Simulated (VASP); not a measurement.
# Ga2O3 (R-3c) in VASP: further runs

The runs below take Ga2O3 through single point, relaxation of cell and atoms, with LDA.

Everything below comes from runs of VASP 6.6.1. Logs are shortened: lines on timing, memory, paths and dates and some standing lists are left out, and cuts for length are marked.

## (1) The cell of the first run

The structure is trigonal, space group R-3c (No. 167). Conventional cell: a = 4.950 Å, b = 4.950 Å, c = 13.306 Å, α = 90.00°, β = 90.00°, γ = 120.00°. Ga (site symmetry 3) has 6 O at 1.91 to 2.06 Å within 2.5 Å. O (site symmetry 2) has 4 Ga at 1.91 to 2.06 Å and 4 O at 2.60 to 2.69 Å within 2.7 Å.

## (2) Single point, LDA

File INCAR:

```
PREC     = Accurate       # precision mode
ENCUT    = 600            # plane-wave cutoff, eV
EDIFF    = 1E-6           # SCF threshold, eV
ISMEAR   = 0              # smearing method
SIGMA    = 0.01           # smearing width, eV
LREAL    = F              # projectors in reciprocal space
LASPH    = T              # aspherical terms in the spheres
NELM     = 120            # most SCF steps
ALGO     = Normal         # electronic algorithm
ISIF     = 2              # what is computed and relaxed
LWAVE    = F              # write WAVECAR
LCHARG   = T              # write CHGCAR
GGA      = CA             # functional
LELF     = T              # ELF
LVHAR    = T            
NBANDS   = 55             # bands
GGA_COMPAT= F
```

File KPOINTS:

```
regular mesh
0
Gamma
  5 5 5
```

File POSCAR:

```
Ga2O3
1.0
    2.4749528267      1.4289146807      4.4353968821
   -2.4749528267      1.4289146807      4.4353968821
    0.0000000000     -2.8578293614      4.4353968821
Ga O
4 6
Direct
    0.8557596496      0.8557596496      0.8557596496
    0.6442403504      0.6442403504      0.6442403504
    0.1442403504      0.1442403504      0.1442403504
    0.3557596496      0.3557596496      0.3557596496
    0.7500000000      0.4472093712      0.0527906288
    0.4472093712      0.0527906288      0.7500000000
    0.0527906288      0.7500000000      0.4472093712
    0.2500000000      0.5527906288      0.9472093712
    0.9472093712      0.2500000000      0.5527906288
    0.5527906288      0.9472093712      0.2500000000
```

Potentials or basis: VASP PAW LDA potentials, release 64 (Ga_d, O).

Launch:

```
> cat potpaw_LDA.64/Ga_d/POTCAR potpaw_LDA.64/O/POTCAR > POTCAR
> mpirun -np 1 vasp_std > vasp.out
```

OUTCAR:

```text
PREC = Accurate
   ENCUT = 600
   EDIFF = 1E-6
   ISMEAR = 0
   LREAL = F
   LASPH = T
   NELM = 120
   ISIF = 2
   GGA = CA

 ion  position               nearest neighbor table
   1  0.856  0.856  0.856-   9 1.91  10 1.91   8 1.91   7 2.06   5 2.06   6 2.06   2 2.81   3 2.92
                             3 2.92   3 2.92
   2  0.644  0.644  0.644-   8 1.91  10 1.91   9 1.91   7 2.06   5 2.06   6 2.06   1 2.81   4 2.92
                             4 2.92   4 2.92
   3  0.144  0.144  0.144-   7 1.91   6 1.91   5 1.91   8 2.06   9 2.06  10 2.06   4 2.81   1 2.92
                             1 2.92   1 2.92
   4  0.356  0.356  0.356-   5 1.91   6 1.91   7 1.91   8 2.06   9 2.06  10 2.06   3 2.81   2 2.92
                             2 2.92   2 2.92
   5  0.750  0.447  0.053-   4 1.91   3 1.91   1 2.06   2 2.06
   6  0.447  0.053  0.750-   3 1.91   4 1.91   1 2.06   2 2.06
   7  0.053  0.750  0.447-   3 1.91   4 1.91   1 2.06   2 2.06
   8  0.250  0.553  0.947-   2 1.91   1 1.91   3 2.06   4 2.06
   9  0.947  0.250  0.553-   1 1.91   2 1.91   3 2.06   4 2.06
  10  0.553  0.947  0.250-   1 1.91   2 1.91   3 2.06   4 2.06

  LATTYP: Found a trigonal (rhomboedric) cell.
 ALAT       =     5.2763561442
 COS(alpha) =     0.5599564669

  Lattice vectors:

 A1 = (   2.4749528267,   1.4289146807,   4.4353968821)
 A2 = (  -2.4749528267,   1.4289146807,   4.4353968821)
 A3 = (   0.0000000000,  -2.8578293614,   4.4353968821)

Analysis of symmetry for initial positions (statically):
=====================================================================
 Subroutine PRICEL returns:
 Original cell was already a primitive cell.

 Routine SETGRP: Setting up the symmetry group for a
 trigonal (rhombohedral) supercell.

 Subroutine GETGRP returns: Found 12 space group operations
 (whereof  6 operations were pure point group operations)
 out of a pool of 12 trial point group operations.

The static configuration has the point symmetry S_6 .
 The point group associated with its full space group is D_3d.

Analysis of symmetry for dynamics (positions and initial velocities):
=====================================================================
 Subroutine PRICEL returns:
 Original cell was already a primitive cell.

 Routine SETGRP: Setting up the symmetry group for a
 trigonal (rhombohedral) supercell.

 Subroutine GETGRP returns: Found 12 space group operations
 (whereof  6 operations were pure point group operations)
 out of a pool of 12 trial point group operations.

The dynamic configuration has the point symmetry S_6 .
 The point group associated with its full space group is D_3d.

 Subroutine INISYM returns: Found 12 space group operations
 (whereof  6 operations are pure point group operations),
 and found     1 'primitive' translations

----------------------------------------------------------------------------------------

                                     Primitive cell

  volume of cell :      94.1146

  direct lattice vectors                    reciprocal lattice vectors
     2.474952827  1.428914681  4.435396882     0.202024053  0.116638641  0.075152989
    -2.474952827  1.428914681  4.435396882    -0.202024053  0.116638641  0.075152989
     0.000000000 -2.857829361  4.435396882     0.000000000 -0.233277282  0.075152989

  length of vectors
     5.276356144  5.276356144  5.276356144     0.245084194  0.245084194  0.245084194

  position of ions in fractional coordinates (direct lattice)
     0.855759650  0.855759650  0.855759650
     0.644240350  0.644240350  0.644240350
     0.144240350  0.144240350  0.144240350
     0.355759650  0.355759650  0.355759650
     0.750000000  0.447209371  0.052790629
     0.447209371  0.052790629  0.750000000
     0.052790629  0.750000000  0.447209371
     0.250000000  0.552790629  0.947209371
     0.947209371  0.250000000  0.552790629
     0.552790629  0.947209371  0.250000000

  ion indices of the primitive-cell ions
   primitive index   ion index
                 1           1
                 2           2
                 3           3
                 4           4
                 5           5
                 6           6
                 7           7
                 8           8
                 9           9
                10          10

----------------------------------------------------------------------------------------

 KPOINTS: regular mesh

Automatic generation of k-mesh.
 Grid dimensions read from file:
 generate k-points for:    5    5    5

 Generating k-lattice:

  Cartesian coordinates                     Fractional coordinates (reciprocal lattice)
     0.040404811  0.023327728  0.015030598     0.200000000  0.000000000 -0.000000000
    -0.040404811  0.023327728  0.015030598     0.000000000  0.200000000 -0.000000000
     0.000000000 -0.046655456  0.015030598    -0.000000000 -0.000000000  0.200000000

  Length of vectors
     0.049016839  0.049016839  0.049016839

  Shift w.r.t. Gamma in fractional coordinates (k-lattice)
     0.000000000  0.000000000  0.000000000

 Subroutine IBZKPT returns following result:
 ===========================================

 Found     19 irreducible k-points:

 Following reciprocal coordinates:
            Coordinates               Weight
  0.000000  0.000000  0.000000      1.000000
  0.200000  0.000000 -0.000000      6.000000
  0.400000  0.000000  0.000000      6.000000
  0.200000  0.200000 -0.000000      6.000000
  0.400000  0.200000 -0.000000     12.000000
 -0.400000  0.200000  0.000000     12.000000
[... 11 lines left out ...]
  0.400000  0.400000  0.400000      2.000000
 -0.400000  0.400000  0.400000      6.000000
   k-points           NKPTS =     19   k-points in BZ     NKDIM =     19   number of bands    NBANDS=     55
   number of dos      NEDOS =    301   number of ions     NIONS =     10
   total plane-waves  NPLWV =  74088
   dimension x,y,z NGX =    42 NGY =   42 NGZ =   42
   dimension x,y,z NGXF=    84 NGYF=   84 NGZF=   84
   ions per type =               4   6
   NGX,Y,Z   is equivalent  to a cutoff of  13.23, 13.23, 13.23 a.u.
   NGXF,Y,Z  is equivalent  to a cutoff of  26.47, 26.47, 26.47 a.u.
 SYSTEM =  unknown system
   PREC   = accura    normal or accurate (medium, high low for compatibility)
   ISTART =      0    job   : 0-new  1-cont  2-samecut
   ICHARG =      2    charge: 1-file 2-atom 10-const
   ISPIN  =      1    spin polarized calculation?
   LNONCOLLINEAR =      F non collinear calculations
   LSORBIT =      F    spin-orbit coupling
   LASPH  =      T    aspherical Exc in radial PAW
   ENCUT  =  600.0 eV  44.10 Ry    6.64 a.u.  10.54 10.54 10.54*2*pi/ulx,y,z
   NELM   =    120;   NELMIN=  2; NELMDL= -5     # of ELM steps
   EDIFF  = 0.1E-05   stopping-criterion for ELM
   LREAL  =      F    real-space projection
   EDIFFG = 0.1E-04   stopping-criterion for IOM
   NSW    =      0    number of steps for IOM
   IBRION =     -1    ionic relax: 0-MD 1-quasi-New 2-CG
   NFREE  =      0    steps in history (QN), initial steepest desc. (CG)
   ISIF   =      2    stress and relaxation
   ISYM   =      2    0-nonsym 1-usesym 2-fastsym
   POTIM  = 0.5000    time-step for ionic-motion
   TEBEG  =    0.0;   TEEND  =   0.0 temperature during run
   PSTRESS=    0.0 pullay stress
   NELECT =      88.0000    total number of electrons
   NUPDOWN=      -1.0000    fix difference up-down
   EMIN   =  10.00;   EMAX   =-10.00  energy-range for DOS
   EFERMI =   0.00;   METHOD = LEGACY
   ISMEAR =     0;   SIGMA  =   0.01  broadening in eV -4-tet -1-fermi 0-gaus
   EFERMI_NEDOS =   21; number of points for ismear=-14 and -15
   IALGO  =     38    algorithm
   IMIX   =      4    mixing-type and parameters
     AMIX     =   0.40;   BMIX     =  1.00
     AMIX_MAG =   1.60;   BMIX_MAG =  1.00
  volume/ion in A,a.u.               =       9.41        63.51
  Fermi-wavevector in a.u.,A,eV,Ry     =   1.600848  3.025164 34.867840  2.562714
  Thomas-Fermi vector in A             =   2.697919
   LORBIT       =      0    0 simple, 1 ext, 2 COOP (PROOUT), +10 PAW based schemes
   GGA     = CA    functional components
   LHFCALC =     F    Hartree Fock is set to
   AEXX    =    0.0000 exact exchange contribution
   IVDW    =     0    specifies the selected vdW correction
   LEPSILON=     F    determine dielectric tensor
   LRPA    =     F    only Hartree local field effects (RPA)
 non-spin polarized calculation
 Gauss-broadening in eV      SIGMA  =   0.01
  energy-cutoff  :      600.00
  volume of cell :       94.11
 maximum number of plane-waves:      3167
 NGX is ok and might be reduce to    42
   NGX = 21   NGY = 21   NGZ = 21

 number of electron      88.0000015 magnetization

 Free energy of the ion-electron system (eV)
  ---------------------------------------------------
  ext. energy  EPLUGINS =         0.00000000
  ---------------------------------------------------
  free energy    TOTEN  =       -68.28353473 eV

  energy without entropy =      -68.28353473  energy(sigma->0) =      -68.28353473

 E-fermi :   4.5787     XC(G=0): -12.8970

 val. band max:        4.5353843801   @ k =  -0.2000   0.2000   0.0000
 cond. band min:       7.6050732071   @ k =   0.0000   0.0000   0.0000
 fundamental gap:      3.0696888270
 Fermi energy:         4.5786812487

 k-point     1 :       0.0000    0.0000    0.0000
  band No.  band energies     occupation
      1     -14.4723      2.00000
      2     -12.2958      2.00000
      3     -12.2958      2.00000
      4     -12.2394      2.00000
      5     -12.2210      2.00000
      6     -12.2210      2.00000
[... 47 lines left out ...]
     54      15.6549      0.00000
     55      16.9537      0.00000

 k-point     2 :       0.2000    0.0000   -0.0000
  band No.  band energies     occupation
      1     -14.2784      2.00000
      2     -12.4882      2.00000
      3     -12.3130      2.00000
      4     -12.3012      2.00000
      5     -12.2429      2.00000
      6     -12.2107      2.00000
[... 978 lines left out ...]
 k-point    19 :      -0.4000    0.4000    0.4000
  band No.  band energies     occupation
      1     -13.5014      2.00000
      2     -13.3150      2.00000
      3     -12.4219      2.00000
      4     -12.3062      2.00000
      5     -12.2976      2.00000
      6     -12.2271      2.00000
[... 47 lines left out ...]
     54      16.9021      0.00000
     55      17.4791      0.00000

------------------------ aborting loop because EDIFF is reached ----------------------------------------

  FORCE on cell =-STRESS in cart. coord.  units (eV):
  Direction    XX          YY          ZZ          XY          YZ          ZX
  --------------------------------------------------------------------------------------
  -------------------------------------------------------------------------------------
  Total        1.1502807      1.1502807      0.8750245      0.0000000      0.0000000     -0.0000000
  in kB       19.5820191     19.5820191     14.8961423      0.0000000      0.0000000     -0.0000000
  external PRESSURE =      18.0200602 kB  Pullay stress =       0.0000000 kB

 VOLUME and BASIS-vectors are now :
 -----------------------------------------------------------------------------
  energy-cutoff  :      600.00
  volume of cell :       94.11
      direct lattice vectors                 reciprocal lattice vectors
     2.474952827  1.428914681  4.435396882     0.202024053  0.116638641  0.075152989
    -2.474952827  1.428914681  4.435396882    -0.202024053  0.116638641  0.075152989
     0.000000000 -2.857829361  4.435396882     0.000000000 -0.233277282  0.075152989

 POSITION                                       TOTAL-FORCE (eV/Angst)
 -----------------------------------------------------------------------------------
      0.00000      0.00000     11.38690        -0.000000      0.000000     -0.015636
      0.00000      0.00000      8.57238        -0.000000      0.000000      0.015636
      0.00000      0.00000      1.91929        -0.000000      0.000000      0.015636
      0.00000      0.00000      4.73381        -0.000000      0.000000     -0.015636
      0.74939      1.55984      5.54425        -0.012681      0.021964     -0.000000
      0.97617     -1.42891      5.54425         0.025361      0.000000     -0.000000
     -1.72556     -0.13093      5.54425        -0.012681     -0.021964     -0.000000
     -0.74939     -1.55984      7.76194         0.012681     -0.021964     -0.000000
      1.72556      0.13093      7.76194         0.012681      0.021964     -0.000000
     -0.97617      1.42891      7.76194        -0.025361      0.000000      0.000000
 -----------------------------------------------------------------------------------
    total drift:                                0.000000     -0.000000      0.000000

  FREE ENERGIE OF THE ION-ELECTRON SYSTEM (eV)
  ---------------------------------------------------
  free  energy   TOTEN  =       -68.2835347265 eV

  energy  without entropy=      -68.2835347265  energy(sigma->0) =      -68.28353473
```

Run time: 4.4 min. Hardware: 1 thread of Oxide Virtual Turin-like, shared host; peak memory 0.22 GiB.

Results:

* Free energy: -68.2835 eV
* Pressure: 1.8 GPa
* Largest force: 0.025 eV/Å
* Band gap on the k mesh: 3.07 eV (least direct gap 3.33 eV)

Forces in eV/Å, atoms in the order of the input:
```
Ga   0.000  0.000 -0.016
Ga   0.000  0.000  0.016
Ga   0.000  0.000  0.016
Ga   0.000  0.000 -0.016
O   -0.013  0.022  0.000
O    0.025  0.000  0.000
O   -0.013 -0.022  0.000
O    0.013 -0.022  0.000
O    0.013  0.022  0.000
O   -0.025  0.000  0.000
```

Levels at points of the mesh, in eV from the valence-band top:
```
           k point  band 40  band 41  band 42  band 43  band 44  band 45  band 46  band 47  band 48  band 49
(0.00, 0.00, 0.00)    -0.35    -0.31    -0.31    -0.27    -0.27     3.07     6.75     6.82     8.95    10.26
```

A k mesh can miss the band edges.

## (3) Relaxation of cell and atoms, LDA

This run uses another cell than the first one, of 9.70 Å³/atom.

File INCAR:

```
SYSTEM = Ga2O3
PREC = Accurate
ENCUT = 600
EDIFF = 1E-7
ISMEAR = 0
SIGMA = 0.01
LREAL = .False.
LASPH = .True.
NELM = 120
ALGO = Normal
ISIF = 3
LWAVE = .False.
LCHARG = .False.
IBRION = 2
NSW = 80
EDIFFG = -0.002
GGA_COMPAT = .False.
NELMIN = 4
```

File KPOINTS:

```
Automatic mesh
0
Gamma
  5 5 5
  0 0 0
```

File POSCAR:

```
Ga2O3
1.0
    2.4986991939      1.4426246522      4.4835497685
   -2.4986991939      1.4426246522      4.4835497685
    0.0000000000     -2.8852493044      4.4835497685
Ga O
4 6
Direct
    0.8555855800      0.8555855800      0.8555855800
    0.6444144200      0.6444144200      0.6444144200
    0.1444144200      0.1444144200      0.1444144200
    0.3555855800      0.3555855800      0.3555855800
    0.7500000000      0.4468328200      0.0531671800
    0.4468328200      0.0531671800      0.7500000000
    0.0531671800      0.7500000000      0.4468328200
    0.2500000000      0.5531671800      0.9468328200
    0.9468328200      0.2500000000      0.5531671800
    0.5531671800      0.9468328200      0.2500000000
```

Potentials or basis: VASP PAW LDA potentials, release 64 (Ga_d, O).

Launch:

```
> cat potpaw_LDA.64/Ga_d/POTCAR potpaw_LDA.64/O/POTCAR > POTCAR
> mpirun -np 1 vasp_std > vasp.out
```

Run time: 37 min. Hardware: 1 thread of Oxide Virtual Turin-like, shared host; peak memory 0.28 GiB.

It converged, with:

```yaml
Free_energy: -68.2960 eV
Relaxed_volume: 9.47 Å³/atom
Relaxed_cell: a = 5.286 Å, b = 5.286 Å, c = 5.286 Å, α = 55.98°, β = 55.98°, γ = 55.98°
Space_group_after_relaxing_to_0.1_Å: R-3c (No. 167)
Energy_gained_by_relaxing: 3.8 meV/atom
Ionic_steps: 14
Pressure_after_relaxing: 0.0 GPa
Band_gap_on_the_k_mesh: 3.00 eV (least direct gap 3.26 eV)
```

The path:
| step | energy change (eV) | largest force (eV/Å) | pressure (GPa) | volume (Å³) |
| --- | --- | --- | --- | --- |
| 1 | 0.0000 | 0.0565 | -5.24 | 96.97 |
| 2 | 0.0010 | 0.0234 | 5.83 | 92.59 |
| 3 | -0.0375 | 0.0282 | 0.02 | 94.75 |
| 4 | -0.0375 | 0.0287 | -0.13 | 94.80 |
| 5 | -0.0378 | 0.0163 | -0.12 | 94.79 |
| 6 | -0.0378 | 0.0215 | -0.13 | 94.79 |
| 7 | -0.0379 | 0.0102 | 0.11 | 94.68 |
| 8 | -0.0379 | 0.0123 | 0.07 | 94.70 |
| 9 | -0.0379 | 0.0023 | -0.01 | 94.73 |
| 10 | -0.0379 | 0.0027 | 0.00 | 94.73 |
| 11 | -0.0379 | 0.0032 | -0.01 | 94.73 |
| 12 | -0.0379 | 0.0029 | 0.00 | 94.73 |
| 13 | -0.0379 | 0.0031 | 0.00 | 94.73 |
| 14 | -0.0379 | 0.0004 | -0.01 | 94.73 |

Final structure:
```
Ga O
1.0
     2.48099    1.43240    4.44282
    -2.48099    1.43240    4.44282
     0.00000   -2.86481    4.44282
Ga O
4 6
Direct
  0.85573 0.85573 0.85573
  0.64427 0.64427 0.64427
  0.14427 0.14427 0.14427
  0.35573 0.35573 0.35573
  0.75000 0.44747 0.05253
  0.44747 0.05253 0.75000
  0.05253 0.75000 0.44747
  0.25000 0.55253 0.94747
  0.94747 0.25000 0.55253
  0.55253 0.94747 0.25000
```

Levels at points of the mesh, in eV from the valence-band top:
```tsv
k point	band 42	band 43	band 44	band 45	band 46	band 47
(0.00, 0.00, 0.00)	-0.31	-0.26	-0.26	3.00	6.69	6.76
```

A k mesh can miss the band edges.
